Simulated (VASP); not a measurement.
Input of a VASP 6.6.1 run:

The input INCAR:

```
SYSTEM = Be4PPd
PREC = Accurate
ENCUT = 520
EDIFF = 1E-6
ISMEAR = 0
SIGMA = 0.1
LREAL = .FALSE.
LASPH = .TRUE.
NELM = 100
ALGO = Normal
ISIF = 2
LWAVE = .FALSE.
LCHARG = .FALSE.
GGA = PE
NBANDS = 20
```

The input KPOINTS:

```
regular mesh
0
G
  10 10 10
  0 0 0
```

The input POSCAR:

```
Be4PPd
1.0
    0.0000000000      3.1290918524      3.1290918524
    3.1290918524      0.0000000000      3.1290918524
    3.1290918524      3.1290918524      0.0000000000
Be P Pd
4 1 1
Direct
    0.6253480645      0.1239558065      0.6253480645
    0.6253480645      0.6253480645      0.6253480645
    0.1239558065      0.6253480645      0.6253480645
    0.6253480645      0.6253480645      0.1239558065
    0.2500000000      0.2500000000      0.2500000000
    0.0000000000      0.0000000000      0.0000000000
```

Potentials or basis: VASP PAW PBE potentials, release 64 (Be, P, Pd).

The run is started by

```sh
$ cat potpaw_PBE.64/Be/POTCAR potpaw_PBE.64/P/POTCAR potpaw_PBE.64/Pd/POTCAR > POTCAR
$ mpirun -np 1 vasp_std > vasp.out
```

Question: Predict the pressure.

Answer: 0.0 GPa.

Forces on the atoms (eV/Å):
```
Be  -0.001  0.001 -0.001
Be   0.001  0.001  0.001
Be   0.001 -0.001 -0.001
Be  -0.001 -0.001  0.001
P    0.000  0.000  0.000
Pd   0.000  0.000  0.000
```
